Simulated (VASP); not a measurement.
# HfO2 (I4/mmm) in VASP: a series of runs

Runs on HfO2. Level: PBE. Tasks: single point.

All numbers are computed with VASP 6.6.1; they aren't measurements. Logs are shortened: lines on timing, memory, paths and dates and some standing lists are left out, and cuts for length are marked.

**1. The cell of the first run**

The structure is tetragonal, space group I4/mmm (No. 139). Conventional cell: a = 3.514 Å, b = 3.514 Å, c = 5.225 Å, α = 90.00°, β = 90.00°, γ = 90.00°. Within 2.9 Å of Hf (site symmetry 4/mmm) lie 8 O at 2.19 Å. O (site symmetry -4m2) has 4 Hf at 2.19 Å and 6 O at 2.49 to 2.61 Å within 2.9 Å.

**2. Single point, PBE (strain -0.025 along x and y, +0.025 along z)**

Input file INCAR:

```
ALGO = Normal ; EDIFF = 1E-6
ENCUT = 520 ; GGA = PE
ISIF = 2 ; ISMEAR = 0
LASPH = T ; LCHARG = T
LELF = T ; LREAL = F
LVHAR = T ; LWAVE = F
NBANDS = 18 ; NELM = 100
PREC = Accurate ; SIGMA = 0.05
```

Input file KPOINTS:

```
k-points
0
Gamma
  8 8 8
```

Input file POSCAR:

```
HfO2
1.0
    0.0000000000      2.4850856172      2.6125259052
    2.4850856172      0.0000000000      2.6125259052
    2.4850856172      2.4850856172      0.0000000000
Hf O
1 2
Direct
    0.0000000000      0.0000000000      0.0000000000
    0.2500000000      0.2500000000      0.2500000000
    0.7500000000      0.7500000000      0.7500000000
```

Potentials or basis: VASP PAW PBE potentials, release 64 (Hf_pv, O).

Launch:

```console
cat potpaw_PBE.64/Hf_pv/POTCAR potpaw_PBE.64/O/POTCAR > POTCAR
mpirun -np 1 vasp_std > vasp.out
```

OUTCAR:

```text
EDIFF = 1E-6
   ENCUT = 520
   GGA = PE
   ISIF = 2
   ISMEAR = 0
   LASPH = T
   LREAL = F
   NELM = 100
   PREC = Accurate

 ion  position               nearest neighbor table
   1  0.000  0.000  0.000-   3 2.19   3 2.19   3 2.19   2 2.19   3 2.19   2 2.19   2 2.19   2 2.19

   2  0.250  0.250  0.250-   1 2.19   1 2.19   1 2.19   1 2.19
   3  0.750  0.750  0.750-   1 2.19   1 2.19   1 2.19   1 2.19

  LATTYP: Found a body centered tetragonal cell.
 ALAT       =     3.5144417835
 C/A-ratio  =     1.4867373348

  Lattice vectors:

 A1 = (  -2.4850856172,   0.0000000000,   2.6125259052)
 A2 = (   2.4850856172,   0.0000000000,   2.6125259052)
 A3 = (   0.0000000000,   2.4850856172,  -2.6125259052)

Analysis of symmetry for initial positions (statically):
=====================================================================
 Subroutine PRICEL returns:
 Original cell was already a primitive cell.

 Routine SETGRP: Setting up the symmetry group for a
 body centered tetragonal supercell.

 Subroutine GETGRP returns: Found 16 space group operations
 (whereof 16 operations were pure point group operations)
 out of a pool of 16 trial point group operations.

The static configuration has the point symmetry D_4h.

Analysis of symmetry for dynamics (positions and initial velocities):
=====================================================================
 Subroutine PRICEL returns:
 Original cell was already a primitive cell.

 Routine SETGRP: Setting up the symmetry group for a
 body centered tetragonal supercell.

 Subroutine GETGRP returns: Found 16 space group operations
 (whereof 16 operations were pure point group operations)
 out of a pool of 16 trial point group operations.

The dynamic configuration has the point symmetry D_4h.

 Subroutine INISYM returns: Found 16 space group operations
 (whereof 16 operations are pure point group operations),
 and found     1 'primitive' translations

----------------------------------------------------------------------------------------

                                     Primitive cell

  volume of cell :      32.2681

  direct lattice vectors                    reciprocal lattice vectors
     0.000000000  2.485085617  2.612525905    -0.201200311  0.201200311  0.191385662
     2.485085617  0.000000000  2.612525905     0.201200311 -0.201200311  0.191385662
     2.485085617  2.485085617  0.000000000     0.201200311  0.201200311 -0.191385662

  length of vectors
     3.605681923  3.605681923  3.514441784     0.342916320  0.342916320  0.342916320

  position of ions in fractional coordinates (direct lattice)
     0.000000000  0.000000000  0.000000000
     0.250000000  0.250000000  0.250000000
     0.750000000  0.750000000  0.750000000

  ion indices of the primitive-cell ions
   primitive index   ion index
                 1           1
                 2           2
                 3           3

----------------------------------------------------------------------------------------

 KPOINTS: k-points

Automatic generation of k-mesh.
 Grid dimensions read from file:
 generate k-points for:    8    8    8

 Generating k-lattice:

  Cartesian coordinates                     Fractional coordinates (reciprocal lattice)
    -0.025150039  0.025150039  0.023923208     0.125000000  0.000000000  0.000000000
     0.025150039 -0.025150039  0.023923208     0.000000000  0.125000000  0.000000000
     0.025150039  0.025150039 -0.023923208     0.000000000  0.000000000  0.125000000

  Length of vectors
     0.042864540  0.042864540  0.042864540

  Shift w.r.t. Gamma in fractional coordinates (k-lattice)
     0.000000000  0.000000000  0.000000000

 Subroutine IBZKPT returns following result:
 ===========================================

 Found     59 irreducible k-points:

 Following reciprocal coordinates:
            Coordinates               Weight
  0.000000  0.000000  0.000000      1.000000
  0.125000  0.000000  0.000000      8.000000
  0.250000  0.000000  0.000000      8.000000
  0.375000  0.000000  0.000000      8.000000
  0.500000  0.000000  0.000000      4.000000
  0.125000  0.125000  0.000000      2.000000
[... 16 lines left out ...]
  0.250000  0.000000  0.125000     16.000000
  0.375000  0.000000  0.125000     16.000000
 [... further k-points ...]
   k-points           NKPTS =     59   k-points in BZ     NKDIM =     59   number of bands    NBANDS=     18
   number of dos      NEDOS =    301   number of ions     NIONS =      3
   total plane-waves  NPLWV =  21952
   dimension x,y,z NGX =    28 NGY =   28 NGZ =   28
   dimension x,y,z NGXF=    56 NGYF=   56 NGZF=   56
   ions per type =               1   2
   NGX,Y,Z   is equivalent  to a cutoff of  12.91, 12.91, 13.25 a.u.
   NGXF,Y,Z  is equivalent  to a cutoff of  25.82, 25.82, 26.49 a.u.
 SYSTEM =  unknown system
   PREC   = accura    normal or accurate (medium, high low for compatibility)
   ISTART =      0    job   : 0-new  1-cont  2-samecut
[... 85 lines left out ...]
      4     -13.7067      2.00000
      5     -11.8441      2.00000
      6      -0.5203      2.00000
[... 10 lines left out ...]
     17      14.1260      0.00000
     18      17.1208      0.00000

 k-point     4 :       0.3750    0.0000    0.0000
  band No.  band energies     occupation
      1     -25.6753      2.00000
      2     -25.3329      2.00000
      3     -25.3220      2.00000
      4     -13.2775      2.00000
      5     -12.0424      2.00000
      6      -0.2159      2.00000
[... 10 lines left out ...]
     17      13.9956      0.00000
     18      16.6833      0.00000

 k-point     5 :       0.5000    0.0000    0.0000
  band No.  band energies     occupation
      1     -25.7370      2.00000
      2     -25.3390      2.00000
      3     -25.3310      2.00000
      4     -13.1655      2.00000
      5     -12.0356      2.00000
      6      -0.1134      2.00000
[... 10 lines left out ...]
     17      13.8502      0.00000
     18      17.0524      0.00000

 k-point     6 :       0.1250    0.1250    0.0000
  band No.  band energies     occupation
      1     -25.3356      2.00000
      2     -25.3138      2.00000
      3     -25.3138      2.00000
      4     -14.1504      2.00000
      5     -11.5143      2.00000
      6      -0.8433      2.00000
[... 10 lines left out ...]
     17      14.3773      0.00000
     18      17.8037      0.00000

 k-point     7 :       0.2500    0.1250    0.0000
  band No.  band energies     occupation
      1     -25.4645      2.00000
      2     -25.3316      2.00000
      3     -25.3259      2.00000
      4     -13.7414      2.00000
      5     -11.7856      2.00000
      6      -0.5605      2.00000
[... 10 lines left out ...]
     17      14.0716      0.00000
     18      17.6268      0.00000

 k-point     8 :       0.3750    0.1250    0.0000
  band No.  band energies     occupation
      1     -25.6141      2.00000
      2     -25.3555      2.00000
      3     -25.3462      2.00000
      4     -13.2638      2.00000
      5     -12.0376      2.00000
      6      -0.3414      2.00000
[... 10 lines left out ...]
     17      14.5420      0.00000
     18      17.1019      0.00000
[... 229 lines left out ...]
     17      16.4730      0.00000
     18      17.8812      0.00000

 k-point    20 :      -0.3750    0.3750    0.0000
  band No.  band energies     occupation
      1     -25.6429      2.00000
      2     -25.5340      2.00000
      3     -25.3858      2.00000
      4     -12.4232      2.00000
      5     -12.4200      2.00000
      6      -1.4756      2.00000
[... 10 lines left out ...]
     17      16.7033      0.00000
     18      17.8444      0.00000

 k-point    21 :       0.5000    0.5000    0.0000
  band No.  band energies     occupation
      1     -25.7422      2.00000
      2     -25.4091      2.00000
      3     -25.4091      2.00000
      4     -12.4499      2.00000
      5     -12.3436      2.00000
      6      -2.1792      2.00000
[... 10 lines left out ...]
     17      17.7095      0.00000
     18      17.8094      0.00000

 k-point    22 :       0.1250    0.0000    0.1250
  band No.  band energies     occupation
      1     -25.3735      2.00000
      2     -25.3204      2.00000
      3     -25.2756      2.00000
      4     -14.1283      2.00000
      5     -11.5702      2.00000
      6      -0.8936      2.00000
[... 10 lines left out ...]
     17      14.6004      0.00000
     18      17.8609      0.00000

 k-point    23 :       0.2500    0.0000    0.1250
  band No.  band energies     occupation
      1     -25.4927      2.00000
      2     -25.3396      2.00000
      3     -25.3000      2.00000
      4     -13.6986      2.00000
      5     -11.8790      2.00000
      6      -0.6138      2.00000
[... 10 lines left out ...]
     17      14.2674      0.00000
     18      17.5906      0.00000

 k-point    24 :       0.3750    0.0000    0.1250
  band No.  band energies     occupation
      1     -25.6347      2.00000
      2     -25.3610      2.00000
      3     -25.3297      2.00000
      4     -13.2105      2.00000
      5     -12.1345      2.00000
      6      -0.2254      2.00000
[... 10 lines left out ...]
     17      14.4829      0.00000
     18      17.0464      0.00000

 [... further k-points ...]
[... 5 lines left out ...]
  --------------------------------------------------------------------------------------
  -------------------------------------------------------------------------------------
  Total        2.2042507      2.2042507     -2.6136355      0.0000000      0.0000000      0.0000000
  in kB      109.4455887    109.4455887   -129.7723869      0.0000000      0.0000000      0.0000000
  external PRESSURE =      29.7062635 kB  Pullay stress =       0.0000000 kB

 VOLUME and BASIS-vectors are now :
 -----------------------------------------------------------------------------
  energy-cutoff  :      520.00
  volume of cell :       32.27
      direct lattice vectors                 reciprocal lattice vectors
     0.000000000  2.485085617  2.612525905    -0.201200311  0.201200311  0.191385662
     2.485085617  0.000000000  2.612525905     0.201200311 -0.201200311  0.191385662
     2.485085617  2.485085617  0.000000000     0.201200311  0.201200311 -0.191385662

 POSITION                                       TOTAL-FORCE (eV/Angst)
 -----------------------------------------------------------------------------------
      0.00000      0.00000      0.00000        -0.000000      0.000000      0.000000
      1.24254      1.24254      1.30626        -0.000000     -0.000000      0.000000
      3.72763      3.72763      3.91879         0.000000      0.000000     -0.000000
 -----------------------------------------------------------------------------------
    total drift:                                0.000000      0.000000      0.000000

  FREE ENERGIE OF THE ION-ELECTRON SYSTEM (eV)
  ---------------------------------------------------
  free  energy   TOTEN  =       -30.1645130282 eV

  energy  without entropy=      -30.1645130282  energy(sigma->0) =      -30.16451303
```

Run time: 41 s. Hardware: 1 thread of Intel Xeon Platinum 8488C (Sapphire Rapids), shared host; peak memory 0.17 GiB.

What came out:

```
Free energy            : -30.1645 eV
Pressure               : 3.0 GPa
Band gap on the k mesh : 3.30 eV, indirect (least direct gap 3.51 eV)
```

Levels at points of the mesh, in eV from the valence-band top:
| k point | band 8 | band 9 | band 10 | band 11 | band 12 | band 13 | band 14 | band 15 |
| --- | --- | --- | --- | --- | --- | --- | --- | --- |
| (0.00, 0.00, 0.00) | -5.56 | -1.24 | -0.58 | -0.58 | 3.30 | 3.95 | 5.83 | 10.21 |
| (0.50, 0.00, 0.00) | -3.24 | -2.96 | -2.06 | -2.01 | 4.32 | 4.55 | 6.80 | 8.86 |
| (0.50, 0.50, 0.00) | -3.66 | -1.57 | -1.57 | -0.54 | 3.60 | 5.35 | 5.96 | 7.81 |
| (0.50, 0.00, 0.50) | -3.55 | -2.25 | -1.36 | 0.00 | 3.51 | 5.43 | 6.76 | 7.94 |

Caveat: the cell differs from its parent crystal (strain -0.025 along x and y, +0.025 along z); spin-orbit coupling is left out, which moves the levels of the heavy elements. A k mesh can miss the band edges.

**3. Single point, PBE (strain +0.000 along x and y, +0.025 along z)**

Input file INCAR:

```
PREC = Accurate
ENCUT = 520
EDIFF = 1E-7
ISMEAR = 0
SIGMA = 0.05
LREAL = False
LASPH = True
NELM = 100
ALGO = Normal
ISIF = 2
LWAVE = False
LCHARG = False
GGA = PE
NBANDS = 18
```

Input file KPOINTS:

```
Automatic mesh
0
Gamma
  8 8 8
```

Input file POSCAR:

```
HfO2
1.0
    0.0000000000      2.5488057612      2.6125259052
    2.5488057612      0.0000000000      2.6125259052
    2.5488057612      2.5488057612      0.0000000000
Hf O
1 2
Direct
    0.0000000000      0.0000000000      0.0000000000
    0.2500000000      0.2500000000      0.2500000000
    0.7500000000      0.7500000000      0.7500000000
```

Potentials or basis: VASP PAW PBE potentials, release 64 (Hf_pv, O).

Launch:

```console
cat potpaw_PBE.64/Hf_pv/POTCAR potpaw_PBE.64/O/POTCAR > POTCAR
mpirun -np 1 vasp_std > vasp.out
```

Run time: 47 s. Hardware: 1 thread of Intel Xeon Platinum 8488C (Sapphire Rapids), shared host; peak memory 0.17 GiB.

Results (log left out):

```yaml
Free_energy: -30.1919 eV
Pressure: -9.1 GPa
Band_gap_on_the_k_mesh: 3.53 eV, indirect (least direct gap 3.57 eV)
```

Stress tensor (GPa, compression positive):
```
 -5.47   0.00   0.00
  0.00  -5.47   0.00
  0.00   0.00 -16.49
```

Levels at points of the mesh, in eV from the valence-band top:
| k point | band 9 | band 10 | band 11 | band 12 | band 13 | band 14 |
| --- | --- | --- | --- | --- | --- | --- |
| (0.00, 0.00, 0.00) | -0.89 | -0.57 | -0.57 | 3.53 | 3.80 | 5.45 |
| (0.50, 0.00, 0.00) | -2.73 | -1.89 | -1.85 | 4.31 | 4.41 | 6.50 |
| (0.50, 0.50, 0.00) | -1.47 | -1.47 | -0.25 | 3.60 | 5.19 | 5.93 |
| (0.50, 0.00, 0.50) | -1.79 | -1.37 | 0.00 | 3.57 | 5.21 | 6.29 |

Caveat: the cell differs from its parent crystal (strain +0.000 along x and y, +0.025 along z); spin-orbit coupling is left out, which moves the levels of the heavy elements.

**4. Single point, PBE (strain +0.000 along x and y, +0.050 along z)**

Input file INCAR:

```
PREC     = Accurate       # precision mode
ENCUT    = 520            # plane-wave cutoff, eV
EDIFF    = 1E-6           # SCF threshold, eV
ISMEAR   = 0              # smearing method
SIGMA    = 0.05           # smearing width, eV
LREAL    = False          # projectors in reciprocal space
LASPH    = True           # aspherical terms in the spheres
NELM     = 60             # most SCF steps
ALGO     = Normal         # electronic algorithm
ISIF     = 2              # what is computed and relaxed
LWAVE    = False          # write WAVECAR
LCHARG   = True           # write CHGCAR
GGA      = PE             # functional
LELF     = True           # ELF
LVHAR    = True         
NBANDS   = 18             # bands
```

Input file KPOINTS:

```
regular mesh
0
Gamma
  8 8 8
```

Input file POSCAR:

```
HfO2
1.0
    0.0000000000      2.5488057612      2.6762460493
    2.5488057612      0.0000000000      2.6762460493
    2.5488057612      2.5488057612      0.0000000000
Hf O
1 2
Direct
    0.0000000000      0.0000000000      0.0000000000
    0.2500000000      0.2500000000      0.2500000000
    0.7500000000      0.7500000000      0.7500000000
```

Launch:

```console
cat potpaw_PBE.64/Hf_pv/POTCAR potpaw_PBE.64/O/POTCAR > POTCAR
mpirun -np 1 vasp_std > vasp.out
```

Run time: 33 s. Hardware: 1 thread of Intel Xeon Platinum 8488C (Sapphire Rapids), shared host; peak memory 0.18 GiB.

It converged, with:

| Quantity | Value |
| --- | --- |
| Free energy | -30.0774 eV |
| Pressure | -13.9 GPa |
| Band gap on the k mesh | 3.17 eV, indirect (least direct gap 3.34 eV) |

Stress tensor (GPa, compression positive):
```
 -6.83   0.00   0.00
  0.00  -6.83   0.00
  0.00   0.00 -28.04
```

Levels at points of the mesh, in eV from the valence-band top:
| k point | band 9 | band 10 | band 11 | band 12 | band 13 | band 14 |
| --- | --- | --- | --- | --- | --- | --- |
| (0.00, 0.00, 0.00) | -1.15 | -0.55 | -0.55 | 3.17 | 3.75 | 5.24 |
| (0.50, 0.00, 0.00) | -2.77 | -1.96 | -1.89 | 4.07 | 4.27 | 6.14 |
| (0.50, 0.50, 0.00) | -1.44 | -1.44 | -0.49 | 3.42 | 4.96 | 5.39 |
| (0.50, 0.00, 0.50) | -2.06 | -1.26 | 0.00 | 3.34 | 5.04 | 6.08 |

Caveat: the cell differs from its parent crystal (strain +0.000 along x and y, +0.050 along z); spin-orbit coupling is left out, which moves the levels of the heavy elements.

**5. Single point, PBE (strain +0.025 along x and y, +0.000 along z)**

Input file INCAR:

```
SYSTEM = HfO2
PREC = Accurate
ENCUT = 520
EDIFF = 1E-6
ISMEAR = 0
SIGMA = 0.05
LREAL = .False.
LASPH = .True.
NELM = 80
ALGO = Normal
ISIF = 2
LWAVE = .False.
LCHARG = .False.
GGA = PE
NBANDS = 18
```

Input file KPOINTS:

```
Automatic mesh
0
Gamma
  8 8 8
  0 0 0
```

Input file POSCAR:

```
HfO2
1.0
    0.0000000000      2.6125259052      2.5488057612
    2.6125259052      0.0000000000      2.5488057612
    2.6125259052      2.6125259052      0.0000000000
Hf O
1 2
Direct
    0.0000000000      0.0000000000      0.0000000000
    0.2500000000      0.2500000000      0.2500000000
    0.7500000000      0.7500000000      0.7500000000
```

Launch:

```console
cat potpaw_PBE.64/Hf_pv/POTCAR potpaw_PBE.64/O/POTCAR > POTCAR
mpirun -np 1 vasp_std > vasp.out
```

Wall time 30 s (1 thread of Intel Xeon Platinum 8488C (Sapphire Rapids), shared host); peak memory 0.18 GiB.

The run converged. Its results:

| Quantity | Value |
| --- | --- |
| Free energy | -30.1313 eV |
| Pressure | -14.1 GPa |
| Band gap on the k mesh | 3.42 eV, indirect (least direct gap 3.44 eV) |

Stress tensor (GPa, compression positive):
```
-17.62   0.00   0.00
  0.00 -17.62   0.00
  0.00   0.00  -7.04
```

Levels at points of the mesh, in eV from the valence-band top:
| k point | band 7 | band 8 | band 9 | band 10 | band 11 | band 12 | band 13 | band 14 | band 15 | band 16 |
| --- | --- | --- | --- | --- | --- | --- | --- | --- | --- | --- |
| (0.00, 0.00, 0.00) | -5.11 | -5.11 | -0.85 | -0.85 | -0.53 | 3.42 | 3.61 | 5.17 | 9.42 | 9.42 |
| (0.50, 0.00, 0.00) | -4.09 | -3.11 | -2.76 | -1.94 | -1.90 | 4.14 | 4.23 | 6.19 | 8.49 | 8.53 |
| (0.50, 0.50, 0.00) | -3.50 | -3.50 | -1.66 | -1.66 | 0.00 | 3.44 | 4.98 | 6.10 | 7.50 | 7.50 |
| (0.50, 0.00, 0.50) | -3.54 | -3.40 | -1.76 | -1.35 | -0.25 | 3.43 | 4.99 | 5.76 | 7.27 | 7.46 |

Caveat: the cell differs from its parent crystal (strain +0.025 along x and y, +0.000 along z); spin-orbit coupling is left out, which moves the levels of the heavy elements. A k mesh can miss the band edges.

**6. Summary**

```csv
cell,gap on the mesh (eV),pressure (GPa)
"a = 3.606, b = 3.606, c = 3.514 Å, angles 60.8, 60.8, 58.3°, 3 atoms",3.30,3.0
"a = 3.650, b = 3.650, c = 3.605 Å, angles 60.4, 60.4, 59.2°, 3 atoms",3.53,-9.1
"a = 3.696, b = 3.696, c = 3.605 Å, angles 60.8, 60.8, 58.4°, 3 atoms",3.17,-13.9
"a = 3.650, b = 3.650, c = 3.695 Å, angles 59.6, 59.6, 60.8°, 3 atoms",3.42,-14.1
```

Alike in all rows: task single point; level PBE; potentials or basis VASP PAW PBE potentials, release 64 (Hf_pv, O); no spin polarisation; k mesh 8 × 8 × 8; cutoff (eV) 520; smearing gaussian 0.05 eV.

Caveats: spin-orbit coupling is left out, which moves the levels of the heavy elements.

Absolute energies hang on the potentials; compare differences alone.
